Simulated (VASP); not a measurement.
GaGe, 2 atoms in the cell. Symmetry: F-43m, No. 216, cubic system. Conventional cell: a = 5.796 Å, b = 5.796 Å, c = 5.796 Å, α = 90.00°, β = 90.00°, γ = 90.00°. Ge (site symmetry -43m) has 4 Ga at 2.51 Å within 3.3 Å. Within 3.3 Å of Ga (site symmetry -43m) lie 4 Ge at 2.51 Å. 

| Property | Result |
| --- | --- |
| Program | VASP 6.6.1 |
| Task | single point |
| Functional | PBEsol |
| Potentials or basis | VASP PAW PBE potentials, release 64 (Ge_d, Ga_d) |
| Cutoff | 520 eV |
| k mesh | 6 × 6 × 6 |
| Occupations | fermi-dirac, width 0.05 eV |
| Spin | non-collinear spin, zero start, spin-orbit coupling |
| Starting moments | [[0.0, 0.0, 0.0], [0.0, 0.0, 0.0]] μB |
| Dipole correction | no |
| Further INCAR settings | ALGO = Normal; EDIFF = 1e-06; NBANDS = 39 |

Potentials or basis: VASP PAW PBE potentials, release 64 (Ge_d, Ga_d).

Command:

```sh
$ cat potpaw_PBE.64/Ge_d/POTCAR potpaw_PBE.64/Ga_d/POTCAR > POTCAR
$ mpirun -np 1 vasp_ncl > vasp.out
```

Hardware: 1 thread of Intel(R) Xeon(R) Platinum 8488C (Sapphire Rapids), with other jobs on the host.

Task: Estimate the wall time of this run.

Result: Wall time 80 s on 1 thread of Intel(R) Xeon(R) Platinum 8488C (Sapphire Rapids), with other jobs on the host, peak memory 0.3 GiB. Counts: scf iterations 12, k points 22.
